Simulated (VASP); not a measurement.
Here is a VASP 6.6.1 calculation.

INCAR

```
PREC     = Accurate       # precision mode
ENCUT    = 520            # plane-wave cutoff, eV
EDIFF    = 1E-6           # SCF threshold, eV
ISMEAR   = 0              # smearing method
SIGMA    = 0.05           # smearing width, eV
LREAL    = F              # projectors in reciprocal space
LASPH    = T              # aspherical terms in the spheres
NELM     = 100            # most SCF steps
ALGO     = Normal         # electronic algorithm
ISIF     = 2              # what is computed and relaxed
LWAVE    = F              # write WAVECAR
LCHARG   = F              # write CHGCAR
GGA      = PE             # functional
NBANDS   = 18             # bands
```

KPOINTS

```
Automatic mesh
0
Gamma
  8 8 8
```

File POSCAR:

```
HfO2
1.0
    0.1420659857      2.6880513917      2.6880513917
    2.6880513917      0.1420659857      2.6880513917
    2.6880513917      2.6880513917      0.1420659857
Hf O
1 2
Direct
    0.0000000000      0.0000000000      0.0000000000
    0.2500000000      0.2500000000      0.2500000000
    0.7500000000      0.7500000000      0.7500000000
```

Potentials or basis: VASP PAW PBE potentials, release 64 (Hf_pv, O).

Command:

```bash
$ cat potpaw_PBE.64/Hf_pv/POTCAR potpaw_PBE.64/O/POTCAR > POTCAR
$ mpirun -np 1 vasp_std > vasp.out
```

What does it give for the pressure?

-17.7 GPa.

What does it give for the largest force?

0.084 eV/Å.

Stress tensor (GPa, compression positive):
```
-17.65  -1.76  -1.76
 -1.76 -17.65  -1.76
 -1.76  -1.76 -17.65
```

Caveat: the cell stands under tension.
